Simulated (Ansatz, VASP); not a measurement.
# Two plane-wave programs on C

```
C
1.0
     0.00000    1.76560    1.72358
     1.76560    0.00000    1.72358
     1.76560    1.76560    0.00000
C
2
Direct
  0.50000 0.50000 0.50000
  0.75000 0.75000 0.75000
```

Alike in both runs: task single point; functional LDA; k mesh 12 × 12 × 12; occupations gaussian, width 0.05 eV; no spin polarisation.

|  | VASP | Ansatz |
| --- | --- | --- |
| version | VASP 6.6.1 | Ansatz 0.2.0 |
| potentials or method | VASP PAW LDA potentials, release 64 (C), cutoff 520 eV | scalar-relativistic, plane waves, PAW |
| valence electrons in the cell | 8 | 8 |

Ansatz gave:

* gap on the k mesh at the Fermi level (eV): 3.64
* least direct gap on the mesh (eV): 5.25
* pressure (GPa): 11.9
* traceless stress, the component that is largest in VASP (GPa): 15.35

**Question.** What did VASP give for the same quantities?

**Answer.** gap on the k mesh at the Fermi level (eV): 3.63; least direct gap on the mesh (eV): 5.26; pressure (GPa): 13.8; traceless stress, the component that is largest in VASP (GPa): 15.33.

Ansatz warns that its potentials were made for another functional, while VASP's fit it. LDA's correlation is that of Perdew and Zunger in VASP and of Perdew and Wang (1992) in Ansatz.
